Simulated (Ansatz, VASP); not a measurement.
One calculation of ZnO, two programs

The input POSCAR:

```
ZnO
1.0
    3.2493987239      0.0000000000      0.0000000000
   -1.6246993619      2.8140618419      0.0000000000
    0.0000000000      0.0000000000      5.2038000000
Zn O
2 2
Direct
    0.3333333333      0.6666666667      0.0000000000
    0.6666666667      0.3333333333      0.5000000000
    0.3333333333      0.6666666667      0.3628832738
    0.6666666667      0.3333333333      0.8628832738
```

Contents of INCAR.step1:

```
PREC     = Accurate       # precision mode
ENCUT    = 520            # plane-wave cutoff, eV
ISMEAR   = 0              # smearing method
SIGMA    = 0.05           # smearing width, eV
LREAL    = F              # projectors in reciprocal space
LASPH    = T              # aspherical terms in the spheres
NELM     = 100            # most SCF steps
NBANDS   = 26             # bands
GGA      = PE             # functional
ALGO     = Normal         # electronic algorithm
EDIFF    = 1E-4           # SCF threshold, eV
LWAVE    = T              # write WAVECAR
LCHARG   = F              # write CHGCAR
```

File INCAR.step2:

```
PREC     = Accurate       # precision mode
ENCUT    = 520            # plane-wave cutoff, eV
EDIFF    = 1E-6           # SCF threshold, eV
ISMEAR   = 0              # smearing method
SIGMA    = 0.05           # smearing width, eV
LREAL    = F              # projectors in reciprocal space
LASPH    = T              # aspherical terms in the spheres
NELM     = 100            # most SCF steps
ALGO     = Normal         # electronic algorithm
ISIF     = 2              # what is computed and relaxed
LWAVE    = F              # write WAVECAR
LCHARG   = T              # write CHGCAR
METAGGA  = R2SCAN         # meta-GGA
LMIXTAU  = T            
LELF     = T              # ELF
LVHAR    = T            
NBANDS   = 26             # bands
ISTART   = 1
```

File KPOINTS:

```
Automatic mesh
0
Gamma
  12 12 6
```

Input for Ansatz:

```yaml
crystal:
  lattice:
    - [3.2493987239, 0.0, 0.0]
    - [-1.6246993619, 2.8140618419, 0.0]
    - [0.0, 0.0, 5.2038]
  atoms:
    - { symbol: Zn, position: [0.3333333333, 0.6666666667, 0.0] }
    - { symbol: Zn, position: [0.6666666667, 0.3333333333, 0.5] }
    - { symbol: O, position: [0.3333333333, 0.6666666667, 0.3628832738] }
    - { symbol: O, position: [0.6666666667, 0.3333333333, 0.8628832738] }
basis:
  ecutwfc: 500
kpoints:
  mp_grid: { grid: [12, 12, 6] }
hamiltonian:
  xc: r2scan
scf:
  occupations: { method: gaussian, width: 0.05 }
output:
  forces: true
  stress: true
  eigenvalues: true
```

Change from the starting cell: all O atoms moved -0.100 Å, as atom 3 along Cartesian [0 0 1].

Alike in both runs: task single point; functional r2SCAN; k mesh 12 × 12 × 6; occupations gaussian, width 0.05 eV; no spin polarisation.

|  | VASP | Ansatz |
| --- | --- | --- |
| version | VASP 6.6.1 | Ansatz 0.2.0 |
| potentials or method | VASP PAW PBE potentials, release 64 (Zn, O), cutoff 520 eV | scalar-relativistic, plane waves, PAW |
| valence electrons in the cell | 36 | 36 |

Ansatz gave:

- gap on the k mesh at the Fermi level (eV): 1.25
- least direct gap on the mesh (eV): 1.25
- pressure (GPa): -0.2
- traceless stress, the component that is largest in VASP (GPa): 7.44
- rms of the force components (eV/Å): 0.484

Task: Which values does VASP return?

Result: gap on the k mesh at the Fermi level (eV): 1.25; least direct gap on the mesh (eV): 1.25; pressure (GPa): 0.8; traceless stress, the component that is largest in VASP (GPa): 7.88; rms of the force components (eV/Å): 0.509.

VASP's potentials were made for PBE, not for r2SCAN. Atom by atom the forces differ by 0.026 eV/Å (rms over components). The functional is the same, so the differences come from potentials, cutoffs and numerics.
